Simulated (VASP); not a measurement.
## Al: single point with PBE+D3(BJ)

Crystal: Al.

```
CELL_PARAMETERS angstrom
2.85158 0.00000 0.00000
-1.42579 2.46954 0.00000
0.00000 0.00000 8.64173
ATOMIC_POSITIONS crystal
Al 0.00000 0.00000 0.00000
Al 0.33333 0.66667 0.25000
Al 0.00000 0.00000 0.50000
Al 0.66667 0.33333 0.75000
```

This isn't the form of Al at room conditions, which is fcc.

| Property | Result |
| --- | --- |
| Program | VASP 6.6.1 |
| Task | single point |
| Functional | PBE |
| Dispersion | D3(BJ) |
| Potentials or basis | VASP PAW PBE potentials, release 64 (Al) |
| Cutoff | 520 eV |
| k mesh | 18 × 18 × 6 |
| Occupations | gaussian, width 0.15 eV |
| Spin | no spin polarisation |
| Dipole correction | no |
| Further INCAR settings | ALGO = Normal; EDIFF = 1e-06; NBANDS = 14 |

The pressure is 4.6 GPa, the band gap on the k mesh is zero (bands 6 and 7 overlap by 7.03 eV) and the dispersion energy per atom is -0.366 eV.

Stress tensor (GPa, compression positive):
```
1.98 0.00 0.00
0.00 1.98 0.00
0.00 0.00 9.77
```

Levels at points of the mesh, in eV from the Fermi level:
```csv
k point,band 2,band 3,band 4,band 5,band 6,band 7,band 8,band 9,band 10,band 11
"(0.00, 0.00, 0.00)",-9.75,-9.75,-4.45,-3.53,5.10,5.14,10.09,10.09,10.32,10.32
"(0.50, 0.00, 0.00)",-5.73,-4.29,-4.19,-3.60,-3.48,0.93,1.38,2.17,2.36,5.04
"(0.00, 0.00, 0.50)",-11.22,-7.34,-7.34,0.21,0.21,10.46,10.46,10.46,10.46,10.49
"(0.50, 0.00, 0.50)",-5.39,-5.27,-5.27,-1.89,-1.89,-1.15,-1.15,5.17,5.17,5.46
```

It took 110 s on 1 thread of Intel Xeon 8259CL, on a shared host, peak memory 0.25 GiB.

Caveat: the cell stands under pressure.
